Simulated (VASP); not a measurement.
# HfC (P6_3/mmc) in VASP: single point with PBE

Aim: the single point of HfC with PBE.

Program: VASP 6.6.1. These are calculated values, not measurements. Logs are shortened: lines on timing, memory, paths and dates and some standing lists are left out, and cuts for length are marked.

## (1) The cell of the first run

The structure is hexagonal, space group P6_3/mmc (No. 194). The conventional cell has a = 3.326 Å, b = 3.326 Å, c = 5.241 Å, α = 90.00°, β = 90.00°, γ = 120.00°. Within 3.1 Å of Hf (site symmetry -6m2) lie 6 C at 2.32 Å. Within 3.1 Å of C (site symmetry -3m) lie 6 Hf at 2.32 Å and 2 C at 2.62 Å.

## (2) Single point, PBE

Contents of INCAR:

```
SYSTEM = HfC
PREC = Accurate
ENCUT = 520
EDIFF = 1E-7
ISMEAR = 0
SIGMA = 0.1
LREAL = .FALSE.
LASPH = .TRUE.
NELM = 60
ALGO = Normal
ISIF = 2
LWAVE = .FALSE.
LCHARG = .FALSE.
GGA = PE
NBANDS = 22
```

Contents of KPOINTS:

```
regular mesh
0
G
  18 18 10
  0 0 0
```

Contents of POSCAR:

```
HfC
1.0
    3.3260318331      0.0000000000      0.0000000000
   -1.6630159165      2.8804280613      0.0000000000
    0.0000000000      0.0000000000      5.2407654892
Hf C
2 2
Direct
    0.6666666667      0.3333333333      0.7500000000
    0.3333333333      0.6666666667      0.2500000000
    0.0000000000      0.0000000000      0.0000000000
    0.0000000000      0.0000000000      0.5000000000
```

Potentials or basis: VASP PAW PBE potentials, release 64 (Hf_pv, C).

Command:

```console
$ cat potpaw_PBE.64/Hf_pv/POTCAR potpaw_PBE.64/C/POTCAR > POTCAR
$ mpirun -np 1 vasp_std > vasp.out
```

OUTCAR:

```text
SYSTEM = HfC
   PREC = Accurate
   ENCUT = 520
   EDIFF = 1E-7
   ISMEAR = 0
   LREAL = .FALSE.
   LASPH = .TRUE.
   NELM = 60
   ISIF = 2
   GGA = PE

 ion  position               nearest neighbor table
   1  0.667  0.333  0.750-   3 2.32   4 2.32   3 2.32   4 2.32   3 2.32   4 2.32   2 3.25   2 3.25
                             2 3.25   2 3.25   2 3.25   2 3.25
   2  0.333  0.667  0.250-   3 2.32   4 2.32   3 2.32   4 2.32   3 2.32   4 2.32   1 3.25   1 3.25
                             1 3.25   1 3.25   1 3.25   1 3.25
   3  0.000  0.000  0.000-   1 2.32   2 2.32   1 2.32   2 2.32   1 2.32   2 2.32
   4  0.000  0.000  0.500-   1 2.32   2 2.32   1 2.32   2 2.32   1 2.32   2 2.32

  LATTYP: Found a hexagonal cell.
 ALAT       =     3.3260318331
 C/A-ratio  =     1.5756810975

  Lattice vectors:

 A1 = (   3.3260318331,   0.0000000000,   0.0000000000)
 A2 = (  -1.6630159165,   2.8804280613,   0.0000000000)
 A3 = (   0.0000000000,   0.0000000000,   5.2407654892)

Analysis of symmetry for initial positions (statically):
=====================================================================
 Subroutine PRICEL returns:
 Original cell was already a primitive cell.

 Routine SETGRP: Setting up the symmetry group for a
 hexagonal supercell.

 Subroutine GETGRP returns: Found 24 space group operations
 (whereof 12 operations were pure point group operations)
 out of a pool of 24 trial point group operations.

The static configuration has the point symmetry D_3d.
 The point group associated with its full space group is D_6h.

Analysis of symmetry for dynamics (positions and initial velocities):
=====================================================================
 Subroutine PRICEL returns:
 Original cell was already a primitive cell.

 Routine SETGRP: Setting up the symmetry group for a
 hexagonal supercell.

 Subroutine GETGRP returns: Found 24 space group operations
 (whereof 12 operations were pure point group operations)
 out of a pool of 24 trial point group operations.

The dynamic configuration has the point symmetry D_3d.
 The point group associated with its full space group is D_6h.

 Subroutine INISYM returns: Found 24 space group operations
 (whereof 12 operations are pure point group operations),
 and found     1 'primitive' translations

----------------------------------------------------------------------------------------

                                     Primitive cell

  volume of cell :      50.2086

  direct lattice vectors                    reciprocal lattice vectors
     3.326031833  0.000000000  0.000000000     0.300658578  0.173585311  0.000000000
    -1.663015917  2.880428061  0.000000000     0.000000000  0.347170621  0.000000000
     0.000000000  0.000000000  5.240765489     0.000000000  0.000000000  0.190811820

  length of vectors
     3.326031833  3.326031833  5.240765489     0.347170621  0.347170621  0.190811820

  position of ions in fractional coordinates (direct lattice)
     0.666666667  0.333333333  0.750000000
     0.333333333  0.666666667  0.250000000
     0.000000000  0.000000000  0.000000000
     0.000000000  0.000000000  0.500000000

  ion indices of the primitive-cell ions
   primitive index   ion index
                 1           1
                 2           2
                 3           3
                 4           4

----------------------------------------------------------------------------------------

 KPOINTS: regular mesh

Automatic generation of k-mesh.
 Grid dimensions read from file:
 generate k-points for:   18   18   10

 Generating k-lattice:

  Cartesian coordinates                     Fractional coordinates (reciprocal lattice)
     0.016703254  0.009643628  0.000000000     0.055555556 -0.000000000  0.000000000
     0.000000000  0.019287257  0.000000000     0.000000000  0.055555556  0.000000000
     0.000000000  0.000000000  0.019081182     0.000000000  0.000000000  0.100000000

  Length of vectors
     0.019287257  0.019287257  0.019081182

  Shift w.r.t. Gamma in fractional coordinates (k-lattice)
     0.000000000  0.000000000  0.000000000

 Subroutine IBZKPT returns following result:
 ===========================================

 Found    222 irreducible k-points:

 Following reciprocal coordinates:
            Coordinates               Weight
  0.000000  0.000000  0.000000      1.000000
  0.055556  0.000000  0.000000      6.000000
  0.111111  0.000000  0.000000      6.000000
  0.166667  0.000000  0.000000      6.000000
  0.222222 -0.000000  0.000000      6.000000
  0.277778  0.000000  0.000000      6.000000
[... 16 lines left out ...]
  0.333333  0.111111  0.000000     12.000000
  0.388889  0.111111  0.000000     12.000000
 [... further k-points ...]
   k-points           NKPTS =    222   k-points in BZ     NKDIM =    222   number of bands    NBANDS=     22
   number of dos      NEDOS =    301   number of ions     NIONS =      4
   total plane-waves  NPLWV =  31360
   dimension x,y,z NGX =    28 NGY =   28 NGZ =   40
   dimension x,y,z NGXF=    56 NGYF=   56 NGZF=   80
   ions per type =               2   2
   NGX,Y,Z   is equivalent  to a cutoff of  14.00, 14.00, 12.69 a.u.
   NGXF,Y,Z  is equivalent  to a cutoff of  27.99, 27.99, 25.38 a.u.
 SYSTEM =  HfC
   PREC   = accura    normal or accurate (medium, high low for compatibility)
   ISTART =      0    job   : 0-new  1-cont  2-samecut
   ICHARG =      2    charge: 1-file 2-atom 10-const
   ISPIN  =      1    spin polarized calculation?
   LNONCOLLINEAR =      F non collinear calculations
   LSORBIT =      F    spin-orbit coupling
   LASPH  =      T    aspherical Exc in radial PAW
   ENCUT  =  520.0 eV  38.22 Ry    6.18 a.u.   6.18  6.18  9.74*2*pi/ulx,y,z
   NELM   =     60;   NELMIN=  2; NELMDL= -5     # of ELM steps
   EDIFF  = 0.1E-06   stopping-criterion for ELM
   LREAL  =      F    real-space projection
   EDIFFG = 0.1E-05   stopping-criterion for IOM
   NSW    =      0    number of steps for IOM
   IBRION =     -1    ionic relax: 0-MD 1-quasi-New 2-CG
   NFREE  =      0    steps in history (QN), initial steepest desc. (CG)
   ISIF   =      2    stress and relaxation
   ISYM   =      2    0-nonsym 1-usesym 2-fastsym
   POTIM  = 0.5000    time-step for ionic-motion
   TEBEG  =    0.0;   TEEND  =   0.0 temperature during run
   PSTRESS=    0.0 pullay stress
   NELECT =      28.0000    total number of electrons
   NUPDOWN=      -1.0000    fix difference up-down
   EMIN   =  10.00;   EMAX   =-10.00  energy-range for DOS
   EFERMI =   0.00;   METHOD = LEGACY
   ISMEAR =     0;   SIGMA  =   0.10  broadening in eV -4-tet -1-fermi 0-gaus
   EFERMI_NEDOS =   21; number of points for ismear=-14 and -15
   IALGO  =     38    algorithm
   IMIX   =      4    mixing-type and parameters
     AMIX     =   0.40;   BMIX     =  1.00
     AMIX_MAG =   1.60;   BMIX_MAG =  1.00
  volume/ion in A,a.u.               =      12.55        84.71
  Fermi-wavevector in a.u.,A,eV,Ry     =   1.347519  2.546441 24.705548  1.815807
  Thomas-Fermi vector in A             =   2.475263
   LORBIT       =      0    0 simple, 1 ext, 2 COOP (PROOUT), +10 PAW based schemes
   GGA     = PE    functional components
   LHFCALC =     F    Hartree Fock is set to
   AEXX    =    0.0000 exact exchange contribution
   IVDW    =     0    specifies the selected vdW correction
   LEPSILON=     F    determine dielectric tensor
   LRPA    =     F    only Hartree local field effects (RPA)
 non-spin polarized calculation
 Gauss-broadening in eV      SIGMA  =   0.10
  energy-cutoff  :      520.00
  volume of cell :       50.21
 maximum number of plane-waves:      1387
 NGX is ok and might be reduce to    28
   NGX = 13   NGY = 13   NGZ = 19

 number of electron      28.0000000 magnetization

 Free energy of the ion-electron system (eV)
  ---------------------------------------------------
  ext. energy  EPLUGINS =         0.00000000
  ---------------------------------------------------
  free energy    TOTEN  =       -41.30924641 eV

  energy without entropy =      -41.30670735  energy(sigma->0) =      -41.30797688

 E-fermi :   6.4697     XC(G=0): -12.2963

 val. band max:        6.4665266727   @ k =   0.1111   0.0556   0.0000
 cond. band min:       6.4855899659   @ k =   0.1111   0.1111   0.2000
 fundamental gap:      0.0190632931
 Fermi energy:         6.4696835389

 k-point     1 :       0.0000    0.0000    0.0000
  band No.  band energies     occupation
      1     -24.1844      2.00000
      2     -23.6059      2.00000
      3     -23.6059      2.00000
      4     -23.5216      2.00000
      5     -23.5216      2.00000
      6     -23.4549      2.00000
[... 14 lines left out ...]
     21      10.4361      0.00000
     22      14.5106      0.00000

 k-point     2 :       0.0556    0.0000    0.0000
  band No.  band energies     occupation
      1     -24.1771      2.00000
      2     -23.6211      2.00000
      3     -23.6117      2.00000
      4     -23.5361      2.00000
      5     -23.5222      2.00000
      6     -23.4574      2.00000
[... 14 lines left out ...]
     21      10.6060      0.00000
     22      14.3658      0.00000

 k-point     3 :       0.1111    0.0000    0.0000
  band No.  band energies     occupation
      1     -24.1556      2.00000
      2     -23.6653      2.00000
      3     -23.6278      2.00000
      4     -23.5772      2.00000
      5     -23.5248      2.00000
      6     -23.4652      2.00000
[... 14 lines left out ...]
     21      11.1621      0.00000
     22      13.9627      0.00000
[... 476 lines left out ...]
 k-point    23 :       0.3333    0.1111    0.0000
  band No.  band energies     occupation
      1     -24.0449      2.00000
      2     -23.9091      2.00000
      3     -23.8999      2.00000
      4     -23.7638      2.00000
      5     -23.6034      2.00000
      6     -23.5919      2.00000
[... 14 lines left out ...]
     21      12.5106      0.00000
     22      13.1961      0.00000

 k-point    24 :       0.3889    0.1111    0.0000
  band No.  band energies     occupation
      1     -24.0851      2.00000
      2     -23.9315      2.00000
      3     -23.8575      2.00000
      4     -23.7852      2.00000
      5     -23.6210      2.00000
      6     -23.6105      2.00000
[... 14 lines left out ...]
     21      12.5765      0.00000
     22      13.0188      0.00000

 [... further k-points ...]

------------------------ aborting loop because EDIFF is reached ----------------------------------------

  FORCE on cell =-STRESS in cart. coord.  units (eV):
  Direction    XX          YY          ZZ          XY          YZ          ZX
  --------------------------------------------------------------------------------------
  -------------------------------------------------------------------------------------
  Total       -0.2337672     -0.2337672     -0.2018568     -0.0000000      0.0000000      0.0000000
  in kB       -7.4596087     -7.4596087     -6.4413332     -0.0000000      0.0000000      0.0000000
  external PRESSURE =      -7.1201835 kB  Pullay stress =       0.0000000 kB

 VOLUME and BASIS-vectors are now :
 -----------------------------------------------------------------------------
  energy-cutoff  :      520.00
  volume of cell :       50.21
      direct lattice vectors                 reciprocal lattice vectors
     3.326031833  0.000000000  0.000000000     0.300658578  0.173585311  0.000000000
    -1.663015917  2.880428061  0.000000000     0.000000000  0.347170621  0.000000000
     0.000000000  0.000000000  5.240765489     0.000000000  0.000000000  0.190811820

 POSITION                                       TOTAL-FORCE (eV/Angst)
 -----------------------------------------------------------------------------------
      1.66302      0.96014      3.93057         0.000000     -0.000000      0.000000
     -0.00000      1.92029      1.31019        -0.000000      0.000000      0.000000
      0.00000      0.00000      0.00000        -0.000000      0.000000      0.000000
      0.00000      0.00000      2.62038        -0.000000      0.000000      0.000000
 -----------------------------------------------------------------------------------
    total drift:                               -0.000000      0.000000     -0.000000

  FREE ENERGIE OF THE ION-ELECTRON SYSTEM (eV)
  ---------------------------------------------------
  free  energy   TOTEN  =       -41.3092464146 eV

  energy  without entropy=      -41.3067073457  energy(sigma->0) =      -41.30797688
```

Wall time 2.1 min (1 thread of AMD EPYC 9R45 (Zen 5), shared host); peak memory 0.31 GiB.

What came out:

```
Free energy            : -41.3092 eV
Pressure               : -0.7 GPa
Band gap on the k mesh : zero (bands 14 and 15 overlap by 1.28 eV)
```

Caveat: spin-orbit coupling is left out, which moves the levels of the heavy elements.
